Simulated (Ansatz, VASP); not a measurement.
# Cs2Ge3: VASP beside Ansatz

Contents of INCAR:

```
SYSTEM = Cs2Ge3
ALGO = Fast
EDIFF = 1E-6
ENCUT = 520
GGA = PE
ISIF = 2
ISMEAR = 0
LASPH = .True.
LCHARG = .False.
LREAL = .False.
LWAVE = .False.
NBANDS = 38
NELM = 80
PREC = Accurate
SIGMA = 0.1
```

Contents of KPOINTS:

```
k-points
0
Gamma
  4 4 4
  0 0 0
```

The input POSCAR:

```
Cs2Ge3
1.0
    6.9810382600      0.0000000000      0.0000000000
    0.0000000000      6.9810382600      0.0000000000
    0.0000000000      0.0000000000      6.9810382600
Cs Ge
2 3
Direct
    0.0000000000      0.0000000000      0.0000000000
    0.5000000000      0.5000000000      0.5000000000
    0.0000000000      0.5000000000      0.5000000000
    0.5000000000      0.0000000000      0.5000000000
    0.5000000000      0.5000000000      0.0000000000
```

Input for Ansatz:

```yaml
crystal:
  lattice:
    - [6.98103826, 0.0, 0.0]
    - [0.0, 6.98103826, 0.0]
    - [0.0, 0.0, 6.98103826]
  atoms:
    - { symbol: Cs, position: [0.0, 0.0, 0.0] }
    - { symbol: Cs, position: [0.5, 0.5, 0.5] }
    - { symbol: Ge, position: [0.0, 0.5, 0.5] }
    - { symbol: Ge, position: [0.5, 0.0, 0.5] }
    - { symbol: Ge, position: [0.5, 0.5, 0.0] }
basis:
  ecutwfc: 420
kpoints:
  mp_grid: { grid: [4, 4, 4] }
hamiltonian:
  xc: pbe
scf:
  occupations: { method: gaussian, width: 0.1 }
  lower_state_search: "off"
output:
  forces: true
  stress: true
  eigenvalues: true
```

Alike in both runs: task single point; functional PBE; k mesh 4 × 4 × 4; occupations gaussian, width 0.1 eV; no spin polarisation.

```csv
,VASP,Ansatz
version,VASP 6.6.1,Ansatz 0.2.0
potentials or method,"VASP PAW PBE potentials, release 64 (Cs_sv, Ge_d), cutoff 520 eV","scalar-relativistic, plane waves, PAW"
valence electrons in the cell,60,60
```

|  | VASP | Ansatz | Ansatz less VASP |
| --- | --- | --- | --- |
| gap on the k mesh at the Fermi level (eV) | none | none | - |
| pressure (GPa) | -1.3 | -1.3 | 0.00 |

A gap of «none» marks a metal or a gap that the smearing closes.

Spin-orbit coupling is off throughout.
